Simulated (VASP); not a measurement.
A run of VASP 6.6.1 is set up as follows.

POSCAR

```
BeTe
1.0
    2.8849744246      2.8849744246      0.0000000000
   -2.8849744246      2.8849744246      0.0000000000
    0.0000000000      2.8849744246      2.7851960245
Be Te
1 1
Direct
    0.0000000000      0.0000000000      0.0000000000
    0.7500000000      0.2500000000      0.5000000000
```

Contents of INCAR.step1:

```
SYSTEM = BeTe
PREC     = Accurate       ! precision mode
ENCUT    = 520            ! plane-wave cutoff, eV
ISMEAR   = 0              ! smearing method
SIGMA    = 0.01           ! smearing width, eV
LREAL    = .False.        ! projectors in reciprocal space
LASPH    = .True.         ! aspherical terms in the spheres
NELM     = 60             ! most SCF steps
NBANDS   = 11             ! bands
GGA      = PE             ! functional
ALGO     = Normal         ! electronic algorithm
EDIFF    = 1E-4           ! SCF threshold, eV
LWAVE    = .True.         ! write WAVECAR
LCHARG   = .False.        ! write CHGCAR
```

INCAR.step2

```
SYSTEM = BeTe
PREC     = Accurate       ! precision mode
ENCUT    = 520            ! plane-wave cutoff, eV
EDIFF    = 1E-6           ! SCF threshold, eV
ISMEAR   = 0              ! smearing method
SIGMA    = 0.01           ! smearing width, eV
LREAL    = .False.        ! projectors in reciprocal space
LASPH    = .True.         ! aspherical terms in the spheres
NELM     = 60             ! most SCF steps
ALGO     = Normal         ! electronic algorithm
ISIF     = 2              ! what is computed and relaxed
LWAVE    = .False.        ! write WAVECAR
LCHARG   = .False.        ! write CHGCAR
METAGGA  = R2SCAN         ! meta-GGA
LMIXTAU  = .True.       
NBANDS   = 11             ! bands
ISTART   = 1
```

KPOINTS

```
regular mesh
0
Gamma
  8 8 8
  0 0 0
```

Potentials or basis: VASP PAW PBE potentials, release 64 (Be, Te).

Launch:

```console
$ cat potpaw_PBE.64/Be/POTCAR potpaw_PBE.64/Te/POTCAR > POTCAR
$ cp INCAR.step1 INCAR
$ mpirun -np 1 vasp_std > vasp.out
$ cp INCAR.step2 INCAR
$ mpirun -np 1 vasp_std > vasp.out
```

(1) Estimate the band gap on the k mesh.

(2) Predict the pressure.

## Answers

(1) 2.15 eV (least direct gap 3.90 eV).

(2) -1.2 GPa.

Caveat: the cell differs from its parent crystal (in-plane strain +0.02, then relaxed in part); the PAW data sets were made with another functional, which shifts forces and pressure a little; spin-orbit coupling is left out, which moves the levels of the heavy elements.
